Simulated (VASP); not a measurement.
**BAs: single point with revPBE**

Crystal: BAs.

```
B As
1.0
     0.00000    2.39644    2.39644
     2.39644    0.00000    2.39644
     2.39644    2.39644    0.00000
B As
1 1
Direct
  0.00000 0.00000 0.00000
  0.25000 0.25000 0.25000
```

| Quantity | Value |
| --- | --- |
| Program | VASP 6.6.1 |
| Task | single point |
| Functional | revPBE |
| Potentials or basis | VASP PAW PBE potentials, release 64 (B, As) |
| Cutoff | 500 eV |
| k mesh | 6 × 6 × 6 |
| Occupations | gaussian, width 0.01 eV |
| Spin | no spin polarisation |
| Dipole correction | no |
| Further INCAR settings | ALGO = Normal; EDIFF = 1e-06; NBANDS = 11 |

| Quantity | Value |
| --- | --- |
| Pressure | 4.0 GPa |
| Band gap on the k mesh | 1.30 eV, indirect (least direct gap 3.26 eV) |

Levels at points of the mesh, in eV from the valence-band top:
| k point | band 1 | band 2 | band 3 | band 4 | band 5 | band 6 | band 7 | band 8 |
| --- | --- | --- | --- | --- | --- | --- | --- | --- |
| (0.00, 0.00, 0.00) | -15.32 | 0.00 | 0.00 | 0.00 | 3.26 | 3.26 | 3.26 | 4.58 |
| (0.50, 0.00, 0.00) | -12.48 | -8.73 | -1.81 | -1.81 | 2.64 | 4.77 | 4.77 | 8.92 |
| (0.50, 0.50, 0.00) | -11.16 | -8.51 | -4.05 | -4.05 | 1.45 | 1.49 | 11.32 | 11.32 |

It took 16 s on 1 thread of Intel Xeon 8259CL (shared host), peak memory 0.15 GiB.

Caveat: the PAW data sets were made with another functional, which shifts forces and pressure a little. A k mesh can miss the band edges.
